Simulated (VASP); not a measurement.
The system is Cl.

```
Cl
1.0
     3.12000   -2.24000    0.00000
     3.12000    2.24000    0.00000
     0.00000    0.00000    8.26000
Cl
4
Cartesian
  3.1200 1.6576 0.8260
  3.1200 -0.5824 3.3040
  3.1200 -1.6576 7.4340
  3.1200 0.5824 4.9560
```

* Program: VASP 6.6.1
* Task: relaxation of cell and atoms
* Functional: PBE
* Dispersion: D3(BJ)
* Potentials or basis: VASP PAW PBE potentials, release 64 (Cl)
* Cutoff: 600 eV
* k mesh: 8 × 8 × 4
* Occupations: gaussian, width 0.02 eV
* Spin: no spin polarisation

At the start: pressure -0.8 GPa; volume 28.86 Å³/atom.

**Question.** How do energy, volume and symmetry change on relaxing?

**Answer.** Over 22 steps the energy falls by 12.1 meV/atom and the volume is 27.27 Å³/atom (-5.5 %); space group Cmce (No. 64, to 0.1 Å) before and after.

The path:
| step | energy change (eV) | largest force (eV/Å) | pressure (GPa) | volume (Å³) |
| --- | --- | --- | --- | --- |
| 1 | 0.0000 | 0.2378 | -0.83 | 115.45 |
| 2 | 0.0039 | 0.6163 | 0.90 | 112.96 |
| 3 | -0.0086 | 0.1617 | -0.08 | 114.30 |
| 4 | -0.0139 | 0.1519 | -0.07 | 113.72 |
| 5 | -0.0278 | 0.1216 | -0.04 | 111.98 |
| 6 | -0.0414 | 0.0778 | 0.23 | 108.49 |
| 7 | -0.0308 | 0.4044 | -0.92 | 109.70 |
| 8 | -0.0421 | 0.0265 | -0.01 | 108.73 |
| 9 | -0.0434 | 0.0264 | -0.03 | 108.92 |
| 10 | -0.0461 | 0.0286 | -0.07 | 109.45 |
| 11 | -0.0465 | 0.0497 | -0.16 | 110.40 |
| 12 | -0.0471 | 0.0373 | -0.12 | 109.97 |
| 13 | -0.0383 | 0.3682 | 0.87 | 108.61 |
| 14 | -0.0473 | 0.0166 | -0.02 | 109.82 |
| 15 | -0.0477 | 0.0099 | 0.00 | 109.35 |
| 16 | -0.0481 | 0.0183 | 0.01 | 108.46 |
| 17 | -0.0475 | 0.0933 | 0.28 | 108.17 |
| 18 | -0.0481 | 0.0050 | 0.07 | 108.40 |
| 19 | -0.0482 | 0.0026 | 0.05 | 108.55 |
| 20 | -0.0483 | 0.0012 | 0.02 | 108.73 |
| 21 | -0.0483 | 0.0017 | 0.01 | 108.82 |
| 22 | -0.0483 | 0.0047 | -0.01 | 109.09 |

Final structure:
```xyz
4
Lattice="3.2743 -2.0541 0.0000 3.2743 2.0541 0.0000 0.0000 0.0000 8.1101" Properties=species:S:1:pos:R:3 pbc="T T T"
Cl    3.2743    1.5486    0.8737
Cl    3.2743   -0.5055    3.1814
Cl    3.2743   -1.5486    7.2364
Cl    3.2743    0.5055    4.9288
```
